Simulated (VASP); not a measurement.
# Mo (P6/mmm) in VASP: relaxation of cell and atoms with PBE

Aim: the relaxation of cell and atoms of Mo with PBE.

All numbers are computed with VASP 6.6.1; they aren't measurements. Logs are shortened: lines on timing, memory, paths and dates and some standing lists are left out, and cuts for length are marked.

### 1 The cell of the first run

Symmetry: P6/mmm, No. 191, hexagonal system. Conventional cell: a = 4.258 Å, b = 4.258 Å, c = 2.391 Å, α = 90.00°, β = 90.00°, γ = 120.00°. Within 3.2 Å of Mo (site symmetry 6/mmm) lie 14 Mo at 2.39 to 2.73 Å. Within 3.2 Å of Mo (site symmetry -6m2) lie 11 Mo at 2.39 to 2.73 Å.

### 2 Relaxation of cell and atoms, PBE, target pressure 100 GPa, at which the enthalpy is minimised

INCAR

```
SYSTEM = Mo
ALGO = Normal ; EDIFF = 1E-7
EDIFFG = -0.005 ; ENCUT = 500
GGA = PE ; GGA_COMPAT = .False.
IBRION = 2 ; ISIF = 3
ISMEAR = -1 ; LASPH = .True.
LCHARG = .False. ; LREAL = .False.
LWAVE = .False. ; NELM = 120
NELMIN = 4 ; NSW = 32
PREC = Accurate ; PSTRESS = 1000.0
SIGMA = 0.08
```

KPOINTS

```
k-points
0
Gamma
  9 9 12
  0 0 0
```

POSCAR

```
Mo
1.0
    4.2580835179      0.0000000000      0.0000000000
   -2.1290417590      3.6876084980      0.0000000000
    0.0000000000      0.0000000000      2.3914902264
Mo
3
Direct
    0.0000000000      0.0000000000      0.0000000000
    0.3333333333      0.6666666667      0.5000000000
    0.6666666667      0.3333333333      0.5000000000
```

Potentials or basis: VASP PAW PBE potentials, release 64 (Mo_sv).

On the command line:

```bash
$ cat potpaw_PBE.64/Mo_sv/POTCAR > POTCAR
$ mpirun -np 1 vasp_std > vasp.out
```

OUTCAR:

```text
SYSTEM = Mo
   EDIFF = 1E-7
   EDIFFG = -0.005
   ENCUT = 500
   GGA = PE
   IBRION = 2
   ISIF = 3
   ISMEAR = -1
   LASPH = .True.
   LREAL = .False.
   NELM = 120
   NELMIN = 4
   NSW = 32
   PREC = Accurate
   PSTRESS = 1000.0

 ion  position               nearest neighbor table
   1  0.000  0.000  0.000-   2 2.73   3 2.73   2 2.73   3 2.73   3 2.73   3 2.73   2 2.73   2 2.73
                             3 2.73   3 2.73   2 2.73   2 2.73
   2  0.333  0.667  0.500-   3 2.46   3 2.46   3 2.46   1 2.73   1 2.73   1 2.73   1 2.73   1 2.73
                             1 2.73   3 3.43   3 3.43   3 3.43   3 3.43   3 3.43   3 3.43
   3  0.667  0.333  0.500-   2 2.46   2 2.46   2 2.46   1 2.73   1 2.73   1 2.73   1 2.73   1 2.73
                             1 2.73   2 3.43   2 3.43   2 3.43   2 3.43   2 3.43   2 3.43

  LATTYP: Found a hexagonal cell.
 ALAT       =     4.2580835179
 C/A-ratio  =     0.5616353499

  Lattice vectors:

 A1 = (   4.2580835179,   0.0000000000,   0.0000000000)
 A2 = (  -2.1290417590,   3.6876084980,   0.0000000000)
 A3 = (   0.0000000000,   0.0000000000,   2.3914902264)

Analysis of symmetry for initial positions (statically):
=====================================================================
 Subroutine PRICEL returns:
 Original cell was already a primitive cell.

 Routine SETGRP: Setting up the symmetry group for a
 hexagonal supercell.

 Subroutine GETGRP returns: Found 24 space group operations
 (whereof 24 operations were pure point group operations)
 out of a pool of 24 trial point group operations.

The static configuration has the point symmetry D_6h.

Analysis of symmetry for dynamics (positions and initial velocities):
=====================================================================
 Subroutine PRICEL returns:
 Original cell was already a primitive cell.

 Routine SETGRP: Setting up the symmetry group for a
 hexagonal supercell.

 Subroutine GETGRP returns: Found 24 space group operations
 (whereof 24 operations were pure point group operations)
 out of a pool of 24 trial point group operations.

The dynamic configuration has the point symmetry D_6h.

 Subroutine INISYM returns: Found 24 space group operations
 (whereof 24 operations are pure point group operations),
 and found     1 'primitive' translations

----------------------------------------------------------------------------------------

                                     Primitive cell

  volume of cell :      37.5515

  direct lattice vectors                    reciprocal lattice vectors
     4.258083518  0.000000000  0.000000000     0.234847437  0.135589231  0.000000000
    -2.129041759  3.687608498  0.000000000     0.000000000  0.271178462  0.000000000
     0.000000000  0.000000000  2.391490226     0.000000000  0.000000000  0.418149315

  length of vectors
     4.258083518  4.258083518  2.391490226     0.271178462  0.271178462  0.418149315

  position of ions in fractional coordinates (direct lattice)
     0.000000000  0.000000000  0.000000000
     0.333333333  0.666666667  0.500000000
     0.666666667  0.333333333  0.500000000

  ion indices of the primitive-cell ions
   primitive index   ion index
                 1           1
                 2           2
                 3           3

----------------------------------------------------------------------------------------

 KPOINTS: k-points

Automatic generation of k-mesh.
 Grid dimensions read from file:
 generate k-points for:    9    9   12

 Generating k-lattice:

  Cartesian coordinates                     Fractional coordinates (reciprocal lattice)
     0.026094160  0.015065470  0.000000000     0.111111111  0.000000000  0.000000000
     0.000000000  0.030130940  0.000000000     0.000000000  0.111111111  0.000000000
     0.000000000  0.000000000  0.034845776     0.000000000  0.000000000  0.083333333

  Length of vectors
     0.030130940  0.030130940  0.034845776

  Shift w.r.t. Gamma in fractional coordinates (k-lattice)
     0.000000000  0.000000000  0.000000000

 Subroutine IBZKPT returns following result:
 ===========================================

 Found     84 irreducible k-points:

 Following reciprocal coordinates:
            Coordinates               Weight
  0.000000  0.000000  0.000000      1.000000
  0.111111 -0.000000  0.000000      6.000000
  0.222222  0.000000  0.000000      6.000000
  0.333333  0.000000  0.000000      6.000000
  0.444444  0.000000  0.000000      6.000000
  0.111111  0.111111  0.000000      6.000000
[... 16 lines left out ...]
  0.333333  0.222222  0.083333     24.000000
  0.333333  0.333333  0.083333      4.000000
 [... further k-points ...]
   k-points           NKPTS =     84   k-points in BZ     NKDIM =     84   number of bands    NBANDS=     25
   number of dos      NEDOS =    301   number of ions     NIONS =      3
   total plane-waves  NPLWV =  18432
   dimension x,y,z NGX =    32 NGY =   32 NGZ =   18
   dimension x,y,z NGXF=    64 NGYF=   64 NGZF=   36
   ions per type =               3
   NGX,Y,Z   is equivalent  to a cutoff of  12.49, 12.49, 12.51 a.u.
   NGXF,Y,Z  is equivalent  to a cutoff of  24.99, 24.99, 25.03 a.u.
 SYSTEM =  Mo
   PREC   = accura    normal or accurate (medium, high low for compatibility)
   ISTART =      0    job   : 0-new  1-cont  2-samecut
   ICHARG =      2    charge: 1-file 2-atom 10-const
   ISPIN  =      1    spin polarized calculation?
   LNONCOLLINEAR =      F non collinear calculations
   LSORBIT =      F    spin-orbit coupling
   LASPH  =      T    aspherical Exc in radial PAW
   ENCUT  =  500.0 eV  36.75 Ry    6.06 a.u.   7.76  7.76  4.36*2*pi/ulx,y,z
   NELM   =    120;   NELMIN=  4; NELMDL= -5     # of ELM steps
   EDIFF  = 0.1E-06   stopping-criterion for ELM
   LREAL  =      F    real-space projection
   EDIFFG = -.5E-02   stopping-criterion for IOM
   NSW    =     32    number of steps for IOM
   IBRION =      2    ionic relax: 0-MD 1-quasi-New 2-CG
   NFREE  =      1    steps in history (QN), initial steepest desc. (CG)
   ISIF   =      3    stress and relaxation
   ISYM   =      2    0-nonsym 1-usesym 2-fastsym
   POTIM  = 0.5000    time-step for ionic-motion
   TEBEG  =    0.0;   TEEND  =   0.0 temperature during run
   PSTRESS= 1000.0 pullay stress
   NELECT =      42.0000    total number of electrons
   NUPDOWN=      -1.0000    fix difference up-down
   EMIN   =  10.00;   EMAX   =-10.00  energy-range for DOS
   EFERMI =   0.00;   METHOD = LEGACY
   ISMEAR =    -1;   SIGMA  =   0.08  broadening in eV -4-tet -1-fermi 0-gaus
   EFERMI_NEDOS =   21; number of points for ismear=-14 and -15
   IALGO  =     38    algorithm
   IMIX   =      4    mixing-type and parameters
     AMIX     =   0.40;   BMIX     =  1.00
     AMIX_MAG =   1.60;   BMIX_MAG =  1.00
  volume/ion in A,a.u.               =      12.52        84.47
  Fermi-wavevector in a.u.,A,eV,Ry     =   1.699347  3.211300 39.290634  2.887780
  Thomas-Fermi vector in A             =   2.779681
   LORBIT       =      0    0 simple, 1 ext, 2 COOP (PROOUT), +10 PAW based schemes
   GGA     = PE    functional components
   LHFCALC =     F    Hartree Fock is set to
   AEXX    =    0.0000 exact exchange contribution
   IVDW    =     0    specifies the selected vdW correction
   LEPSILON=     F    determine dielectric tensor
   LRPA    =     F    only Hartree local field effects (RPA)
 conjugate gradient relaxation of ions
 non-spin polarized calculation
  energy-cutoff  :      500.00
  volume of cell :       37.55
 maximum number of plane-waves:       974
 NGX is ok and might be reduce to    32
   NGX = 15   NGY = 15   NGZ =  9

--------------------------------------- Ionic step        1  -------------------------------------------

 number of electron      42.0000007 magnetization

 Free energy of the ion-electron system (eV)
  ---------------------------------------------------
  ext. energy  EPLUGINS =         0.00000000
  ---------------------------------------------------
  free energy    TOTEN  =       -28.82459902 eV

  energy without entropy =      -28.74476803  energy(sigma->0) =      -28.78468352

------------------------ aborting loop because EDIFF is reached ----------------------------------------

  FORCE on cell =-STRESS in cart. coord.  units (eV):
  Direction    XX          YY          ZZ          XY          YZ          ZX
  --------------------------------------------------------------------------------------
  -------------------------------------------------------------------------------------
  Total       23.7739870     23.7739870     23.9543397     -0.0000000     -0.0000000      0.0000000
  in kB     1014.3434043   1014.3434044   1022.0383526     -0.0000000     -0.0000000      0.0000000
  external PRESSURE =      16.9083871 kB  Pullay stress =    1000.0000000 kB
[... 180 lines left out ...]
  enthalpy is  TOTEN    =        -5.3873862270 eV   P V=       23.5000886216

--------------------------------------- Ionic step        6  -------------------------------------------

 number of electron      42.0000007 magnetization

 Free energy of the ion-electron system (eV)
  ---------------------------------------------------
  ext. energy  EPLUGINS =         0.00000000
  ---------------------------------------------------
  free energy    TOTEN  =       -28.88937553 eV

  energy without entropy =      -28.80953113  energy(sigma->0) =      -28.84945333

 E-fermi :  16.2068     XC(G=0): -14.6422

 val. band max:       16.2064415760   @ k =   0.3333   0.1111   0.2500
 cond. band min:      16.2148326889   @ k =   0.1111  -0.0000   0.4167
 fundamental gap:      0.0083911130
 Fermi energy:        16.2067673922

 k-point     1 :       0.0000    0.0000    0.0000
  band No.  band energies     occupation
      1     -44.9939      2.00000
      2     -44.4937      2.00000
      3     -44.2470      2.00000
      4     -19.5461      2.00000
      5     -19.5461      2.00000
      6     -19.2516      2.00000
[... 661 lines left out ...]
     24      18.5190      0.00000
     25      19.3617      0.00000

 [... further k-points ...]
[... 5 lines left out ...]
  --------------------------------------------------------------------------------------
  -------------------------------------------------------------------------------------
  Total       23.5080790     23.5080790     23.5083406     -0.0000000     -0.0000000     -0.0000000
  in kB     1000.2596069   1000.2596070   1000.2707404     -0.0000000     -0.0000000     -0.0000000
  external PRESSURE =       0.2633181 kB  Pullay stress =    1000.0000000 kB
[... 18 lines left out ...]
  FREE ENERGIE OF THE ION-ELECTRON SYSTEM (eV)
  ---------------------------------------------------
  free  energy   TOTEN  =       -28.8893755327 eV

  energy  without entropy=      -28.8095311338  energy(sigma->0) =      -28.84945333

  enthalpy is  TOTEN    =        -5.3873978270 eV   P V=       23.5019777057

 reached required accuracy - stopping structural energy minimisation
```

Wall time 1.9 min (1 thread of Intel Xeon Platinum 8375C at 2.90GHz (Ice Lake), shared host); peak memory 0.18 GiB.

What came out:

```
Free energy                                            : -28.8894 eV
Relaxed volume                                         : 12.55 Å³/atom
Relaxed cell                                           : a = 4.260 Å, b = 4.260 Å, c = 2.395 Å, α = 90.00°, β = 90.00°, γ = 120.00°
Space group after relaxing (to 0.05 Å)                 : P6/mmm (No. 191)
Energy change on relaxing (the enthalpy is what falls) : -21.6 meV/atom
Ionic steps                                            : 6
Pressure after relaxing                                : 100.0 GPa
Band gap on the k mesh                                 : zero (band 21 reaches 17.13 eV, above the bottom of band 22 at 15.40 eV)
```

Step by step:
```
step  energy change (eV)  largest force (eV/Å)  pressure (GPa)  volume (Å³)
   1              0.0000                0.0000          101.69        37.55
   2             -0.4327                0.0000           90.54        38.27
   3             -0.0685                0.0000           99.95        37.66
   4             -0.0671                0.0000           99.98        37.66
   5             -0.0629                0.0000          100.05        37.65
   6             -0.0648                0.0000          100.03        37.65
```

Final structure:
```
Mo
1.0
     4.26047    0.00000    0.00000
    -2.13024    3.68968    0.00000
     0.00000    0.00000    2.39535
Mo
3
Direct
  0.00000 0.00000 0.00000
  0.33333 0.66667 0.50000
  0.66667 0.33333 0.50000
```

Levels at points of the mesh, in eV from the Fermi level:
| k point | band 18 | band 19 | band 20 | band 21 | band 22 | band 23 | band 24 | band 25 |
| --- | --- | --- | --- | --- | --- | --- | --- | --- |
| (0.00, 0.00, 0.00) | -2.48 | -2.42 | -2.42 | -0.81 | -0.81 | 1.87 | 1.87 | 1.95 |
| (0.00, 0.00, 0.50) | -1.52 | -1.52 | -1.42 | 0.16 | 0.16 | 3.40 | 3.40 | 4.39 |

Caveat: the cell is relaxed towards a set pressure, so the enthalpy falls and the energy may rise.
